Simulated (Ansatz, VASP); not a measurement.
# Two plane-wave programs on C

The input INCAR:

```
ALGO = Normal
EDIFF = 1E-7
ENCUT = 520
GGA = PE
ISIF = 2
ISMEAR = 0
LASPH = True
LCHARG = True
LELF = True
LREAL = False
LVHAR = True
LWAVE = False
NBANDS = 11
NELM = 100
PREC = Accurate
SIGMA = 0.05
```

Contents of KPOINTS:

```
k-points
0
Gamma
  12 12 12
```

POSCAR

```
C
1.0
    0.0000000000      1.7986165283      1.8874681848
    1.7986165283      0.0000000000      1.8874681848
    1.7986165283      1.7986165283      0.0000000000
C
2
Direct
    0.5000000000      0.5000000000      0.5000000000
    0.7500000000      0.7500000000      0.7500000000
```

Input for Ansatz:

```yaml
crystal:
  lattice:
    - [0.0, 1.7986165283, 1.8874681848]
    - [1.7986165283, 0.0, 1.8874681848]
    - [1.7986165283, 1.7986165283, 0.0]
  atoms:
    - { symbol: C, position: [0.5, 0.5, 0.5] }
    - { symbol: C, position: [0.75, 0.75, 0.75] }
basis:
  ecutwfc: 520.0
kpoints:
  mp_grid: { grid: [12, 12, 12] }
hamiltonian:
  xc: pbe
  pseudopotentials: { kind: paw, azcp: { folder: soft_1 } }
scf:
  occupations: { method: gaussian, width: 0.05 }
output:
  forces: true
  stress: true
  eigenvalues: true
```

Alike in both runs: task single point; functional PBE; k mesh 12 × 12 × 12; occupations gaussian, width 0.05 eV; no spin polarisation.

|  | VASP | Ansatz |
| --- | --- | --- |
| version | VASP 6.6.1 | Ansatz 0.2.0 |
| potentials or method | VASP PAW PBE potentials, release 64 (C), cutoff 520 eV | scalar-relativistic, plane waves, PAW |
| valence electrons in the cell | 8 | 8 |

```csv
,VASP,Ansatz,Ansatz less VASP
gap on the k mesh at the Fermi level (eV),3.41,3.42,+0.007
least direct gap on the mesh (eV),4.97,4.98,+0.003
pressure (GPa),-26.0,-26.4,-0.38
"traceless stress, the component that is largest in VASP (GPa)",-28.88,-28.87,+0.010
```
